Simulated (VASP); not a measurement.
Input of a VASP 6.6.1 run:

File INCAR:

```
SYSTEM = Ti5H
PREC     = Accurate       ! precision mode
ENCUT    = 520            ! plane-wave cutoff, eV
EDIFF    = 1E-7           ! SCF threshold, eV
ISMEAR   = 0              ! smearing method
SIGMA    = 0.1            ! smearing width, eV
LREAL    = .False.        ! projectors in reciprocal space
LASPH    = .True.         ! aspherical terms in the spheres
NELM     = 150            ! most SCF steps
ALGO     = Normal         ! electronic algorithm
ISIF     = 2              ! what is computed and relaxed
LWAVE    = .False.        ! write WAVECAR
LCHARG   = .False.        ! write CHGCAR
ISPIN    = 2              ! spin polarisation
MAGMOM   = 0 0 0 0 0 1    ! initial moments
LORBIT   = 11             ! projections on sites
LMAXMIX  = 4              ! l up to which the mixer works
LDIPOL   = .True.       
IDIPOL   = 3            
DIPOL    = 0.5 0.5 0.375
GGA      = PE             ! functional
NBANDS   = 44             ! bands
```

KPOINTS

```
regular mesh
0
Gamma
  9 9 1
  0 0 0
```

Contents of POSCAR:

```
Ti5H
1.0
    2.9381632084      0.0000000000      0.0000000000
   -1.4690816042      2.5445239789      0.0000000000
    0.0000000000      0.0000000000     26.2117060745
Ti H
5 1
Direct
    0.6666666667      0.3333333333      0.1526035729
    0.3333333333      0.6666666667      0.2413132777
    0.6666666667      0.3333333333      0.3306032017
    0.3333333333      0.6666666667      0.4219530445
    0.6666666667      0.3333333333      0.5040383879
    1.3333333333     -0.3333333333      0.5982710942
```

Potentials or basis: VASP PAW PBE potentials, release 64 (Ti_sv, H).

Command:

```bash
$ cat potpaw_PBE.64/Ti_sv/POTCAR potpaw_PBE.64/H/POTCAR > POTCAR
$ mpirun -np 1 vasp_std > vasp.out
```

Question: What does it give for the net moment?

Answer: -0.97 μB per cell.

Question: What does it give for the band gap on the k mesh?

Answer: Zero (filled and empty bands overlap).

Question: Predict the largest force.

Answer: 2.257 eV/Å.

Question: Estimate the site moments.

Answer: Ti -0.61, +0.07, -0.03, -0.01, +0.02; H -0.01 μB.

Forces in eV/Å, atoms in the order of the input:
```
Ti   0.000  0.000  0.463
Ti   0.000  0.000 -0.439
Ti   0.000  0.000  0.037
Ti   0.000  0.000 -0.418
Ti   0.000  0.000  2.257
H    0.000  0.000 -1.901
```
